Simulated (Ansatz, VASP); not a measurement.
SiC in VASP and in Ansatz

File INCAR:

```
  ALGO = Normal
  EDIFF = 1E-6
  ENCUT = 520
  GGA = PE
  ISIF = 2
  ISMEAR = 0
  LASPH = T
  LCHARG = F
  LREAL = F
  LWAVE = F
  NBANDS = 16
  NELM = 60
  PREC = Accurate
  SIGMA = 0.05
```

The input KPOINTS:

```
k-points
0
Gamma
  12 12 6
```

The input POSCAR:

```
SiC
1.0
    3.2154370636      0.0000000000      0.0000000000
   -1.6077185318      2.7846501814      0.0000000000
    0.0000000000      0.0000000000      4.8710603303
Si C
2 2
Direct
    0.3333333333      0.6666666667      0.0045635313
    0.6666666667      0.3333333333      0.5045635313
    0.3333333333      0.6666666667      0.3804364687
    0.6666666667      0.3333333333      0.8804364687
```

Input for Ansatz:

```yaml
crystal:
  lattice:
    - [3.2154370636, 0.0, 0.0]
    - [-1.6077185318, 2.7846501814, 0.0]
    - [0.0, 0.0, 4.8710603303]
  atoms:
    - { symbol: Si, position: [0.3333333333, 0.6666666667, 0.0045635313] }
    - { symbol: Si, position: [0.6666666667, 0.3333333333, 0.5045635313] }
    - { symbol: C, position: [0.3333333333, 0.6666666667, 0.3804364687] }
    - { symbol: C, position: [0.6666666667, 0.3333333333, 0.8804364687] }
basis:
  ecutwfc: 420
kpoints:
  mp_grid: { grid: [12, 12, 6] }
hamiltonian:
  xc: pbe
scf:
  occupations: { method: gaussian, width: 0.05 }
output:
  forces: true
  stress: true
  eigenvalues: true
```

Change from the starting cell: strain +0.040 along x and y, -0.040 along z, atoms carried along.

Alike in both runs: task single point; functional PBE; k mesh 12 × 12 × 6; occupations gaussian, width 0.05 eV; no spin polarisation.

|  | VASP | Ansatz |
| --- | --- | --- |
| version | VASP 6.6.1 | Ansatz 0.2.0 |
| potentials or method | VASP PAW PBE potentials, release 64 (Si, C), cutoff 520 eV | scalar-relativistic, plane waves, PAW |
| valence electrons in the cell | 16 | 16 |

```csv
,VASP,Ansatz,Ansatz less VASP
gap on the k mesh at the Fermi level (eV),2.04,2.05,+0.009
least direct gap on the mesh (eV),3.09,3.10,+0.004
pressure (GPa),-5.9,-5.9,+0.02
"traceless stress, the component that is largest in VASP (GPa)",27.76,27.66,-0.107
rms of the force components (eV/Å),0.503,0.504,+0.0007
```

Atom by atom the forces differ by 0.001 eV/Å (rms over components).
